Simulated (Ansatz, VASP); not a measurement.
# ZnS in VASP and in Ansatz

```
Zn S
1.0
     3.80672    0.00000    0.00000
    -1.90336    3.29672    0.00000
     0.00000    0.00000    5.74608
Zn S
2 2
Direct
  0.33333 0.66667 0.00539
  0.66667 0.33333 0.50539
  0.33333 0.66667 0.37961
  0.66667 0.33333 0.87961
```

Change from the starting cell: strain +0.000 along x and y, -0.080 along z, atoms carried along.

Alike in both runs: task single point; functional r2SCAN; k mesh 6 × 6 × 4; occupations gaussian, width 0.05 eV; no spin polarisation.

|  | VASP | Ansatz |
| --- | --- | --- |
| version | VASP 6.6.1 | Ansatz 0.2.0 |
| potentials or method | VASP PAW PBE potentials, release 64 (Zn, S), cutoff 520 eV | scalar-relativistic, plane waves, PAW |
| valence electrons in the cell | 36 | 36 |

```tsv
	VASP	Ansatz	Ansatz less VASP
gap on the k mesh at the Fermi level (eV)	3.03	3.02	-0.005
least direct gap on the mesh (eV)	3.03	3.02	-0.005
pressure (GPa)	9.3	9.2	-0.11
traceless stress, the component that is largest in VASP (GPa)	12.60	12.53	-0.077
rms of the force components (eV/Å)	0.649	0.641	-0.0079
```

VASP's potentials were made for PBE, not for r2SCAN. Atom by atom the forces differ by 0.008 eV/Å (rms over components). With one functional, cell and mesh, what is left measures potentials, basis and numerics.
